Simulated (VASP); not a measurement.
# NaF (Fm-3m) in VASP: vibrations by perturbation theory with PBEsol

Aim: the vibrations by perturbation theory of NaF with PBEsol.

All numbers are computed with VASP 6.6.1; they aren't measurements. Logs are shortened: lines on timing, memory, paths and dates and some standing lists are left out, and cuts for length are marked.

### 1 The cell of the first run

The structure is cubic, space group Fm-3m (No. 225). Conventional cell: a = 4.629 Å, b = 4.629 Å, c = 4.629 Å, α = 90.00°, β = 90.00°, γ = 90.00°. Within 3.1 Å of Na (site symmetry m-3m) lie 6 F at 2.31 Å. Within 3.1 Å of F (site symmetry m-3m) lie 6 Na at 2.31 Å.

### 2 Vibrations by perturbation theory, PBEsol

File INCAR:

```
SYSTEM = NaF
PREC = Accurate
ENCUT = 520
EDIFF = 1E-8
ISMEAR = 0
SIGMA = 0.01
LREAL = .FALSE.
LASPH = .TRUE.
NELM = 80
ALGO = Normal
ISIF = 2
LWAVE = .FALSE.
LCHARG = .FALSE.
GGA = PS
NBANDS = 14
IBRION = 8
NSW = 1
LEPSILON = .TRUE.
```

File KPOINTS:

```
Automatic mesh
0
G
  8 8 8
  0 0 0
```

File POSCAR:

```
NaF
1.0
    0.0000000000      2.3147207644      2.3147207644
    2.3147207644      0.0000000000      2.3147207644
    2.3147207644      2.3147207644      0.0000000000
Na F
1 1
Direct
    0.0000000000      0.0000000000      0.0000000000
    0.5000000000      0.5000000000      0.5000000000
```

Potentials or basis: VASP PAW PBE potentials, release 64 (Na_pv, F).

The run is started by

```
$ cat potpaw_PBE.64/Na_pv/POTCAR potpaw_PBE.64/F/POTCAR > POTCAR
$ mpirun -np 1 vasp_std > vasp.out
```

OUTCAR:

```text
SYSTEM = NaF
   PREC = Accurate
   ENCUT = 520
   EDIFF = 1E-8
   ISMEAR = 0
   LREAL = .FALSE.
   LASPH = .TRUE.
   NELM = 80
   ISIF = 2
   GGA = PS
   IBRION = 8
   NSW = 1
   LEPSILON = .TRUE.

 ion  position               nearest neighbor table
   1  0.000  0.000  0.000-   2 2.31   2 2.31   2 2.31   2 2.31   2 2.31   2 2.31
   2  0.500  0.500  0.500-   1 2.31   1 2.31   1 2.31   1 2.31   1 2.31   1 2.31

  LATTYP: Found a face centered cubic cell.
 ALAT       =     4.6294415288

  Lattice vectors:

 A1 = (   0.0000000000,   2.3147207644,   2.3147207644)
 A2 = (   2.3147207644,   0.0000000000,   2.3147207644)
 A3 = (   2.3147207644,   2.3147207644,   0.0000000000)

Analysis of symmetry for initial positions (statically):
=====================================================================
 Subroutine PRICEL returns:
 Original cell was already a primitive cell.

 Routine SETGRP: Setting up the symmetry group for a
 face centered cubic supercell.

 Subroutine GETGRP returns: Found 48 space group operations
 (whereof 48 operations were pure point group operations)
 out of a pool of 48 trial point group operations.

The static configuration has the point symmetry O_h .

Analysis of symmetry for dynamics (positions and initial velocities):
=====================================================================
 Subroutine PRICEL returns:
 Original cell was already a primitive cell.

 Routine SETGRP: Setting up the symmetry group for a
 face centered cubic supercell.

 Subroutine GETGRP returns: Found 48 space group operations
 (whereof 48 operations were pure point group operations)
 out of a pool of 48 trial point group operations.

The dynamic configuration has the point symmetry O_h .

 Subroutine INISYM returns: Found 48 space group operations
 (whereof 48 operations are pure point group operations),
 and found     1 'primitive' translations

----------------------------------------------------------------------------------------

                                     Primitive cell

  volume of cell :      24.8042

  direct lattice vectors                    reciprocal lattice vectors
     0.000000000  2.314720764  2.314720764    -0.216008776  0.216008776  0.216008776
     2.314720764  0.000000000  2.314720764     0.216008776 -0.216008776  0.216008776
     2.314720764  2.314720764  0.000000000     0.216008776  0.216008776 -0.216008776

  length of vectors
     3.273509498  3.273509498  3.273509498     0.374138176  0.374138176  0.374138176

  position of ions in fractional coordinates (direct lattice)
     0.000000000  0.000000000  0.000000000
     0.500000000  0.500000000  0.500000000

  ion indices of the primitive-cell ions
   primitive index   ion index
                 1           1
                 2           2

----------------------------------------------------------------------------------------

 KPOINTS: Automatic mesh

Automatic generation of k-mesh.
 Grid dimensions read from file:
 generate k-points for:    8    8    8

 Generating k-lattice:

  Cartesian coordinates                     Fractional coordinates (reciprocal lattice)
    -0.027001097  0.027001097  0.027001097     0.125000000  0.000000000  0.000000000
     0.027001097 -0.027001097  0.027001097     0.000000000  0.125000000  0.000000000
     0.027001097  0.027001097 -0.027001097     0.000000000  0.000000000  0.125000000

  Length of vectors
     0.046767272  0.046767272  0.046767272

  Shift w.r.t. Gamma in fractional coordinates (k-lattice)
     0.000000000  0.000000000  0.000000000

 Subroutine IBZKPT returns following result:
[... 517 lines left out ...]
 -----------------------------------------------------------------------------
  energy-cutoff  :      520.00
  volume of cell :       24.80
      direct lattice vectors                 reciprocal lattice vectors
     0.000000000  2.314720764  2.314720764    -0.216008776  0.216008776  0.216008776
     2.314720764  0.000000000  2.314720764     0.216008776 -0.216008776  0.216008776
     2.314720764  2.314720764  0.000000000     0.216008776  0.216008776 -0.216008776

 POSITION                                       TOTAL-FORCE (eV/Angst)
 -----------------------------------------------------------------------------------
      0.00000      0.00000      0.00000        -0.000000      0.000000      0.000000
      2.31472      2.31472      2.31472         0.000000     -0.000000     -0.000000
 -----------------------------------------------------------------------------------
    total drift:                                0.000000     -0.000000      0.000000

  FREE ENERGIE OF THE ION-ELECTRON SYSTEM (eV)
  ---------------------------------------------------
  free  energy   TOTEN  =        -8.7687628267 eV

  energy  without entropy=       -8.7687628267  energy(sigma->0) =       -8.76876283

 HEAD OF MICROSCOPIC STATIC DIELECTRIC TENSOR (INDEPENDENT PARTICLE, excluding Hartree and local field effects)
 ------------------------------------------------------
           1.909837     0.000000    -0.000000
           0.000000     1.909837     0.000000
           0.000000     0.000000     1.909837
 ------------------------------------------------------

 Free energy of the ion-electron system (eV)
  ---------------------------------------------------
  ---------------------------------------------------
  free energy    TOTEN  =        -0.06663494 eV

  energy without entropy =       -0.06663494

------------------------ aborting loop because EDIFF is reached ----------------------------------------

--------------------------------------- Ionic step        2  -------------------------------------------

------------------------ aborting loop because EDIFF is reached ----------------------------------------

--------------------------------------- Ionic step        3  -------------------------------------------

------------------------ aborting loop because EDIFF is reached ----------------------------------------

 PIEZOELECTRIC TENSOR FIELD DIRECTION 3  (e Angst)
 -----------------------------------------------------------------------------
    -0.00009  0.00000  0.00000           ( -0.00000  0.00000  0.00000)
     0.00000 -0.00009 -0.00000           (  0.00000 -0.00000  0.00000)
     0.00000 -0.00000 -0.00003           (  0.00000  0.00000 -0.00001)

 PIEZOELECTRIC TENSOR FIELD DIRECTION 3  (C/m^2)
 -----------------------------------------------------------------------------
    -0.00006  0.00000  0.00000
     0.00000 -0.00006 -0.00000
     0.00000 -0.00000 -0.00002

--------------------------------------- Ionic step        4  -------------------------------------------

------------------------ aborting loop because EDIFF is reached ----------------------------------------

[... ionic steps 5 to 6 ...]

--------------------------------------- Ionic step        7  -------------------------------------------

 Free energy of the ion-electron system (eV)
  ---------------------------------------------------
  ---------------------------------------------------
  free energy    TOTEN  =        -0.52689202 eV

  energy without entropy =       -0.52689202

------------------------ aborting loop because EDIFF is reached ----------------------------------------

 INTERNAL STRAIN TENSOR  FOR ION    2  DIRECTION 1   (eV/Angst):
 -----------------------------------------------------------------------------
     0.07315  0.00000 -0.00000
     0.00000 -0.01221  0.00000
     0.00000  0.00000 -0.01221

 MACROSCOPIC STATIC DIELECTRIC TENSOR (including local field effects in DFT)
 ------------------------------------------------------
           1.883114    -0.000000    -0.000000
           0.000000     1.883114     0.000000
          -0.000000     0.000000     1.883114
 ------------------------------------------------------

 PIEZOELECTRIC TENSOR (including local field effects)  for field in x, y, z        (e  Angst)
          XX          YY          ZZ          XY          YZ          ZX
  --------------------------------------------------------------------------------
  x     0.00000     0.00000     0.00000     0.00000     0.00000     0.00000
  y     0.00000     0.00000     0.00000     0.00000     0.00000     0.00000
  z     0.00000     0.00000     0.00000     0.00000     0.00000     0.00000

 PIEZOELECTRIC TENSOR (including local field effects)  for field in x, y, z        (C/m^2)
          XX          YY          ZZ          XY          YZ          ZX
  --------------------------------------------------------------------------------
  x     0.00000     0.00000     0.00000     0.00000     0.00000     0.00000
  y     0.00000     0.00000     0.00000     0.00000     0.00000     0.00000
  z     0.00000     0.00000     0.00000     0.00000     0.00000     0.00000

 BORN EFFECTIVE CHARGES (including local field effects) (in |e|, cummulative output)
 ---------------------------------------------------------------------------------
 ion    1
    1     1.00759     0.00000     0.00000
    2     0.00000     1.00759     0.00000
    3     0.00000     0.00000     1.00759
 ion    2
    1    -1.00759     0.00000     0.00000
    2     0.00000    -1.00759     0.00000
    3     0.00000     0.00000    -1.00759

 INTERNAL STRAIN TENSOR FOR ION    2 for displacements in x,y,z  (eV/Angst):
          X           Y           Z          XY          YZ          ZX
  --------------------------------------------------------------------------------
  x     0.00000     0.00000     0.00000     0.00000     0.00000     0.00000
  y     0.00000     0.00000     0.00000     0.00000     0.00000     0.00000
  z     0.00000     0.00000     0.00000     0.00000     0.00000     0.00000

 SECOND DERIVATIVES (NOT SYMMETRIZED)
 ------------------------------------
               1X          1Y          1Z          2X          2Y          2Z
  1X    -2.251685    0.000000    0.000000    2.251685    0.000000    0.000000
  1Y     0.000000   -2.251685    0.000000    0.000000    2.251685    0.000000
  1Z     0.000000    0.000000   -2.251685    0.000000    0.000000    2.251685
  2X     2.222518    0.000000    0.000000   -2.222518    0.000000    0.000000
  2Y     0.000000    2.222518    0.000000    0.000000   -2.222518    0.000000
  2Z     0.000000    0.000000    2.222518    0.000000    0.000000   -2.222518

 Eigenvectors and eigenvalues of the dynamical matrix
 ----------------------------------------------------

   1 f  =    7.247703 THz    45.538662 2PiTHz  241.757356 cm-1    29.974079 meV
             X         Y         Z           dx          dy          dz
      0.000000  0.000000  0.000000     0.000000    0.675052    0.000000
      2.314721  2.314721  2.314721     0.000000   -0.737770    0.000000
[... 21 lines left out ...]
   6 f/i=    0.023531 THz     0.147851 2PiTHz    0.784917 cm-1     0.097317 meV
             X         Y         Z           dx          dy          dz
      0.000000  0.000000  0.000000     0.000000    0.000000    0.737770
      2.314721  2.314721  2.314721     0.000000    0.000000    0.675052

--------------------------------------------------------------------------------------------------------

 MACROSCOPIC STATIC DIELECTRIC TENSOR IONIC CONTRIBUTION
 ------------------------------------------------------
           3.310635     0.000000    -0.000000
           0.000000     3.310635     0.000000
          -0.000000     0.000000     3.310635
 ------------------------------------------------------

 ELASTIC MODULI CONTR FROM IONIC RELAXATION (kBar)
 Direction    XX          YY          ZZ          XY          YZ          ZX
 --------------------------------------------------------------------------------
 XX           0.0000      0.0000      0.0000      0.0000      0.0000      0.0000
 YY           0.0000      0.0000      0.0000      0.0000      0.0000      0.0000
 ZZ           0.0000      0.0000      0.0000      0.0000      0.0000      0.0000
 XY           0.0000      0.0000      0.0000      0.0000      0.0000      0.0000
 YZ           0.0000      0.0000      0.0000      0.0000      0.0000      0.0000
 ZX           0.0000      0.0000      0.0000      0.0000      0.0000      0.0000
 --------------------------------------------------------------------------------

 PIEZOELECTRIC TENSOR IONIC CONTR  for field in x, y, z        (C/m^2)
          XX          YY          ZZ          XY          YZ          ZX
  --------------------------------------------------------------------------------
  x     0.00000     0.00000     0.00000     0.00000     0.00000     0.00000
  y     0.00000     0.00000     0.00000     0.00000     0.00000     0.00000
  z     0.00000     0.00000     0.00000     0.00000     0.00000     0.00000
```

It took 3.8 min on 1 thread of AMD EPYC 7R13, shared host; peak memory 0.15 GiB.

Results:

| Quantity | Value |
| --- | --- |
| Electronic dielectric tensor (diagonal) | 1.88 |
| Born charges (mean of the diagonal) | Na +1.01; F -1.01 e |
| Highest phonon frequency at Γ, LO-TO splitting left out | 242 cm⁻¹ |

Phonon frequencies in cm⁻¹ (negative: imaginary):
```tsv
q point	frequencies
(0.000, 0.000, 0.000)	-1 -1 -1 242 242 242
```

Electronic dielectric tensor:
```
1.88 0.00 0.00
0.00 1.88 0.00
0.00 0.00 1.88
```

Born effective charge tensors (e):
atom 1, Na
```
1.01 0.00 0.00
0.00 1.01 0.00
0.00 0.00 1.01
```
atom 2, F
```
-1.01  0.00  0.00
 0.00 -1.01  0.00
 0.00  0.00 -1.01
```
